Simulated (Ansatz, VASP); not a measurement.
## Two plane-wave programs on Ir

```xyz
2
Lattice="2.7486 0.0000 0.0000 -1.3743 2.3803 0.0000 0.0000 0.0000 4.4517" Properties=species:S:1:pos:R:3 pbc="T T T"
Ir    0.0000    1.5869    1.1129
Ir    1.3743    0.7934    3.3387
```

Alike in both runs: task electric field gradients; functional PBE; k mesh 15 × 15 × 8; occupations fermi-dirac, width 0.03 eV; no spin polarisation.

```csv
,VASP,Ansatz
version,VASP 6.6.1,Ansatz 0.2.0
potentials or method,"VASP PAW PBE potentials, release 64 (Ir)","PAW with Ansatz's default frozen-core files, scalar-relativistic"
plane-wave cutoff (eV),520,420
valence electrons in the cell,18,34
```

```csv
,VASP,Ansatz,Ansatz less VASP
pressure (GPa),0.5,0.0,-0.51
"traceless stress, the component that is largest in VASP (GPa)",0.07,0.00,-0.075
size of Vzz on the site where it differs most (V/Å²),3.9,12.6,+8.68
```

VASP's potentials hold 18 valence electrons a cell and Ansatz's 34, so a difference there can come from the potentials and not from the codes.

Spin-orbit coupling is off throughout.
